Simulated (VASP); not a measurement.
# CuO (Cc) in VASP: further runs

The runs below take CuO through single point, with PBE, LDA.

Everything below comes from runs of VASP 6.6.1. Logs are shortened: lines on timing, memory, paths and dates and some standing lists are left out, and cuts for length are marked.

**1. The cell of the first run**

The structure is monoclinic, space group Cc (No. 9). Conventional cell: a = 4.689 Å, b = 3.427 Å, c = 5.132 Å, α = 90.00°, β = 99.65°, γ = 90.00°. Within 2.5 Å of Cu (site symmetry 1) lie 4 O at 1.91 to 2.02 Å. O (site symmetry 1) has 4 Cu at 1.91 to 2.02 Å within 2.5 Å.

**2. Single point, PBE**

The input, INCAR:

```
SYSTEM = CuO
ALGO = Normal
EDIFF = 1E-6
ENCUT = 700
GGA = PE
GGA_COMPAT = .FALSE.
ISIF = 2
ISMEAR = -1
LASPH = .TRUE.
LCHARG = .TRUE.
LELF = .TRUE.
LREAL = .FALSE.
LVHAR = .TRUE.
LWAVE = .FALSE.
NBANDS = 33
NELM = 120
PREC = Accurate
SIGMA = 0.05
```

The input, KPOINTS:

```
k-points
0
G
  6 6 3
  0 0 0
```

The input, POSCAR:

```
CuO
1.0
    2.3446497600     -1.7133998200      0.0000000000
    2.3446497600      1.7133998200      0.0000000000
   -0.8605499100      0.0000000000      5.0594394800
Cu O
2 2
Direct
    0.0032000000      0.4968000000      0.0000000000
    0.4968000000      0.0032000000      0.5000000000
    0.5714000000      0.4056000000      0.2537000000
    0.4056000000      0.5714000000      0.7537000000
```

Potentials or basis: VASP PAW PBE potentials, release 64 (Cu_sv_GW, O).

The run is started by

```console
> cat potpaw_PBE.64/Cu_sv_GW/POTCAR potpaw_PBE.64/O/POTCAR > POTCAR
> mpirun -np 1 vasp_std > vasp.out
```

OUTCAR:

```text
SYSTEM = CuO
   EDIFF = 1E-6
   ENCUT = 700
   GGA = PE
   ISIF = 2
   ISMEAR = -1
   LASPH = .TRUE.
   LREAL = .FALSE.
   NELM = 120
   PREC = Accurate

 ion  position               nearest neighbor table
   1  0.003  0.497  0.000-   4 1.91   3 1.93   4 1.98   3 2.02
   2  0.497  0.003  0.500-   3 1.91   4 1.93   3 1.98   4 2.02
   3  0.571  0.406  0.254-   2 1.91   1 1.93   2 1.98   1 2.02
   4  0.406  0.571  0.754-   1 1.91   2 1.93   1 1.98   2 2.02

  LATTYP: Found a base centered monoclinic cell.
 ALAT       =     4.6892995200
 B/A-ratio  =     0.7307700490
 C/A-ratio  =     1.0944283419
 COS(beta)  =    -0.1676798045

  Lattice vectors:

 A1 = (   2.3446497600,  -1.7133998200,   0.0000000000)
 A2 = (   2.3446497600,   1.7133998200,   0.0000000000)
 A3 = (  -0.8605499100,   0.0000000000,   5.0594394800)

Analysis of symmetry for initial positions (statically):
=====================================================================
 Subroutine PRICEL returns:
 Original cell was already a primitive cell.

 Routine SETGRP: Setting up the symmetry group for a
 base centered monoclinic supercell.

 Subroutine GETGRP returns: Found  2 space group operations
 (whereof  1 operations were pure point group operations)
 out of a pool of  4 trial point group operations.

The static configuration has the point symmetry C_1 .
 The point group associated with its full space group is C_1h.

Analysis of symmetry for dynamics (positions and initial velocities):
=====================================================================
 Subroutine PRICEL returns:
 Original cell was already a primitive cell.

 Routine SETGRP: Setting up the symmetry group for a
 base centered monoclinic supercell.

 Subroutine GETGRP returns: Found  2 space group operations
 (whereof  1 operations were pure point group operations)
 out of a pool of  4 trial point group operations.

The dynamic configuration has the point symmetry C_1 .
 The point group associated with its full space group is C_1h.

 Subroutine INISYM returns: Found  2 space group operations
 (whereof  1 operations are pure point group operations),
 and found     1 'primitive' translations

----------------------------------------------------------------------------------------

                                     Primitive cell

  volume of cell :      40.6508

  direct lattice vectors                    reciprocal lattice vectors
     2.344649760 -1.713399820  0.000000000     0.213251467 -0.291817470  0.036271514
     2.344649760  1.713399820  0.000000000     0.213251467  0.291817470  0.036271514
    -0.860549910  0.000000000  5.059439480     0.000000000  0.000000000  0.197650353

  length of vectors
     2.903983719  2.903983719  5.132102298     0.363248188  0.363248188  0.197650353

  position of ions in fractional coordinates (direct lattice)
     0.003200000  0.496800000  0.000000000
     0.496800000  0.003200000  0.500000000
     0.571400000  0.405600000  0.253700000
     0.405600000  0.571400000  0.753700000

  ion indices of the primitive-cell ions
   primitive index   ion index
                 1           1
                 2           2
                 3           3
                 4           4

----------------------------------------------------------------------------------------

 KPOINTS: k-points

Automatic generation of k-mesh.
 Grid dimensions read from file:
 generate k-points for:    6    6    3

 Generating k-lattice:

  Cartesian coordinates                     Fractional coordinates (reciprocal lattice)
     0.035541911 -0.048636245  0.006045252     0.166666667 -0.000000000  0.000000000
     0.035541911  0.048636245  0.006045252    -0.000000000  0.166666667  0.000000000
     0.000000000  0.000000000  0.065883451     0.000000000  0.000000000  0.333333333

  Length of vectors
     0.060541365  0.060541365  0.065883451

  Shift w.r.t. Gamma in fractional coordinates (k-lattice)
     0.000000000  0.000000000  0.000000000

 Subroutine IBZKPT returns following result:
 ===========================================

 Found     34 irreducible k-points:

 Following reciprocal coordinates:
            Coordinates               Weight
  0.000000  0.000000  0.000000      1.000000
  0.166667 -0.000000  0.000000      4.000000
  0.333333 -0.000000  0.000000      4.000000
  0.500000 -0.000000  0.000000      2.000000
  0.166667  0.166667  0.000000      2.000000
  0.333333  0.166667  0.000000      4.000000
[... 16 lines left out ...]
 -0.333333  0.166667  0.333333      4.000000
 -0.166667  0.166667  0.333333      4.000000
 [... further k-points ...]
   k-points           NKPTS =     34   k-points in BZ     NKDIM =     34   number of bands    NBANDS=     33
   number of dos      NEDOS =    301   number of ions     NIONS =      4
   total plane-waves  NPLWV =  37632
   dimension x,y,z NGX =    28 NGY =   28 NGZ =   48
   dimension x,y,z NGXF=    56 NGYF=   56 NGZF=   96
   ions per type =               2   2
   NGX,Y,Z   is equivalent  to a cutoff of  16.03, 16.03, 15.55 a.u.
   NGXF,Y,Z  is equivalent  to a cutoff of  32.06, 32.06, 31.10 a.u.
 SYSTEM =  CuO
   PREC   = accura    normal or accurate (medium, high low for compatibility)
   ISTART =      0    job   : 0-new  1-cont  2-samecut
   ICHARG =      2    charge: 1-file 2-atom 10-const
   ISPIN  =      1    spin polarized calculation?
   LNONCOLLINEAR =      F non collinear calculations
   LSORBIT =      F    spin-orbit coupling
   LASPH  =      T    aspherical Exc in radial PAW
   ENCUT  =  700.0 eV  51.45 Ry    7.17 a.u.   6.26  6.26 11.07*2*pi/ulx,y,z
   NELM   =    120;   NELMIN=  2; NELMDL= -5     # of ELM steps
   EDIFF  = 0.1E-05   stopping-criterion for ELM
   LREAL  =      F    real-space projection
   EDIFFG = 0.1E-04   stopping-criterion for IOM
   NSW    =      0    number of steps for IOM
   IBRION =     -1    ionic relax: 0-MD 1-quasi-New 2-CG
   NFREE  =      0    steps in history (QN), initial steepest desc. (CG)
   ISIF   =      2    stress and relaxation
   ISYM   =      2    0-nonsym 1-usesym 2-fastsym
   POTIM  = 0.5000    time-step for ionic-motion
   TEBEG  =    0.0;   TEEND  =   0.0 temperature during run
   PSTRESS=    0.0 pullay stress
   NELECT =      50.0000    total number of electrons
   NUPDOWN=      -1.0000    fix difference up-down
   EMIN   =  10.00;   EMAX   =-10.00  energy-range for DOS
   EFERMI =   0.00;   METHOD = LEGACY
   ISMEAR =    -1;   SIGMA  =   0.05  broadening in eV -4-tet -1-fermi 0-gaus
   EFERMI_NEDOS =   21; number of points for ismear=-14 and -15
   IALGO  =     38    algorithm
   IMIX   =      4    mixing-type and parameters
     AMIX     =   0.40;   BMIX     =  1.00
     AMIX_MAG =   1.60;   BMIX_MAG =  1.00
  volume/ion in A,a.u.               =      10.16        68.58
  Fermi-wavevector in a.u.,A,eV,Ry     =   1.754049  3.314673 41.860895  3.076689
  Thomas-Fermi vector in A             =   2.824066
   LORBIT       =      0    0 simple, 1 ext, 2 COOP (PROOUT), +10 PAW based schemes
   GGA     = PE    functional components
   LHFCALC =     F    Hartree Fock is set to
   AEXX    =    0.0000 exact exchange contribution
   IVDW    =     0    specifies the selected vdW correction
   LEPSILON=     F    determine dielectric tensor
   LRPA    =     F    only Hartree local field effects (RPA)
 non-spin polarized calculation
  energy-cutoff  :      700.00
  volume of cell :       40.65
 maximum number of plane-waves:      1720
 NGX is ok and might be reduce to    28
   NGX = 13   NGY = 13   NGZ = 23

 number of electron      49.9999991 magnetization

 Free energy of the ion-electron system (eV)
  ---------------------------------------------------
  ext. energy  EPLUGINS =         0.00000000
  ---------------------------------------------------
  free energy    TOTEN  =       -19.63123941 eV

  energy without entropy =      -19.60879562  energy(sigma->0) =      -19.62001751

 E-fermi :   5.7371     XC(G=0): -12.2686

 val. band max:        5.6997567413   @ k =   0.1667  -0.0000   0.0000
 cond. band min:       5.7498686105   @ k =   0.5000   0.3333   0.3333
 fundamental gap:      0.0501118691
 Fermi energy:         5.7370973365

 k-point     1 :       0.0000    0.0000    0.0000
  band No.  band energies     occupation
      1    -106.8765      2.00000
      2    -106.8759      2.00000
      3     -64.4171      2.00000
      4     -64.4169      2.00000
      5     -64.3886      2.00000
      6     -64.3797      2.00000
[... 25 lines left out ...]
     32      22.0389      0.00000
     33      22.4700      0.00000

 k-point     2 :       0.1667   -0.0000    0.0000
  band No.  band energies     occupation
      1    -106.8761      2.00000
      2    -106.8758      2.00000
      3     -64.4201      2.00000
      4     -64.4169      2.00000
      5     -64.3881      2.00000
      6     -64.3801      2.00000
[... 25 lines left out ...]
     32      21.0327      0.00000
     33      22.8682      0.00000

 k-point     3 :       0.3333   -0.0000    0.0000
  band No.  band energies     occupation
      1    -106.8761      2.00000
      2    -106.8754      2.00000
      3     -64.4267      2.00000
      4     -64.4173      2.00000
      5     -64.3861      2.00000
      6     -64.3818      2.00000
[... 25 lines left out ...]
     32      19.2355      0.00000
     33      21.6059      0.00000

 k-point     4 :       0.5000   -0.0000    0.0000
  band No.  band energies     occupation
      1    -106.8757      2.00000
      2    -106.8755      2.00000
      3     -64.4301      2.00000
      4     -64.4173      2.00000
      5     -64.3847      2.00000
      6     -64.3832      2.00000
[... 673 lines left out ...]
     32      19.3082      0.00000
     33      20.3474      0.00000

 k-point    23 :      -0.3333    0.1667    0.3333
  band No.  band energies     occupation
      1    -106.8757      2.00000
      2    -106.8754      2.00000
      3     -64.4269      2.00000
      4     -64.4204      2.00000
      5     -64.3847      2.00000
      6     -64.3834      2.00000
[... 25 lines left out ...]
     32      19.4218      0.00000
     33      20.4554      0.00000

 k-point    24 :      -0.1667    0.1667    0.3333
  band No.  band energies     occupation
      1    -106.8760      2.00000
      2    -106.8759      2.00000
      3     -64.4208      2.00000
      4     -64.4201      2.00000
      5     -64.3856      2.00000
      6     -64.3828      2.00000
[... 25 lines left out ...]
     32      19.5857      0.00000
     33      20.5818      0.00000

 [... further k-points ...]

------------------------ aborting loop because EDIFF is reached ----------------------------------------

  FORCE on cell =-STRESS in cart. coord.  units (eV):
  Direction    XX          YY          ZZ          XY          YZ          ZX
  --------------------------------------------------------------------------------------
  -------------------------------------------------------------------------------------
  Total        0.5822694      0.9232922      0.5661545      0.0000000      0.0000000     -0.4287433
  in kB       22.9490896     36.3898841     22.3139488      0.0000000      0.0000000    -16.8981356
  external PRESSURE =      27.2176409 kB  Pullay stress =       0.0000000 kB

 VOLUME and BASIS-vectors are now :
 -----------------------------------------------------------------------------
  energy-cutoff  :      700.00
  volume of cell :       40.65
      direct lattice vectors                 reciprocal lattice vectors
     2.344649760 -1.713399820  0.000000000     0.213251467 -0.291817470  0.036271514
     2.344649760  1.713399820  0.000000000     0.213251467  0.291817470  0.036271514
    -0.860549910  0.000000000  5.059439480     0.000000000  0.000000000  0.197650353

 POSITION                                       TOTAL-FORCE (eV/Angst)
 -----------------------------------------------------------------------------------
      1.17232      0.84573      0.00000        -0.612862      0.359175      0.246786
      0.74205     -0.84573      2.52972        -0.612862     -0.359175      0.246786
      2.07240     -0.28408      1.28358         0.612862      0.297478     -0.246786
      1.64213      0.28408      3.81330         0.612862     -0.297478     -0.246786
 -----------------------------------------------------------------------------------
    total drift:                               -0.003256      0.000000      0.000311

  FREE ENERGIE OF THE ION-ELECTRON SYSTEM (eV)
  ---------------------------------------------------
  free  energy   TOTEN  =       -19.6312394058 eV

  energy  without entropy=      -19.6087956234  energy(sigma->0) =      -19.62001751
```

Wall time 75 s (1 thread of Intel Xeon Platinum 8375C at 2.90GHz (Ice Lake), shared host); peak memory 0.23 GiB.

Results:

```yaml
Free_energy: -19.6312 eV
Pressure: 2.7 GPa
Largest_force: 0.752 eV/Å
Band_gap_on_the_k_mesh: zero (band 25 reaches 5.93 eV, above the bottom of band 26 at 5.47 eV)
```

Forces on the atoms (eV/Å):
```
Cu  -0.613  0.359  0.247
Cu  -0.613 -0.359  0.247
O    0.613  0.297 -0.247
O    0.613 -0.297 -0.247
```

Levels at points of the mesh, in eV from the Fermi level:
```csv
k point,band 23,band 24,band 25,band 26,band 27,band 28
"(0.00, 0.00, 0.00)",-2.16,-1.68,0.19,0.89,1.64,5.97
"(0.50, 0.00, 0.00)",-1.52,-1.42,-0.06,0.27,4.82,6.23
"(0.50, 0.50, 0.00)",-1.68,-1.25,-0.68,1.04,3.30,6.96
```

Caveat: the k points lie up to 0.41 Å⁻¹ apart; semilocal functionals often make such compounds metallic where correlation or magnetic order opens a gap, which also shifts bond lengths.

(Continued in part 2 of 2.)
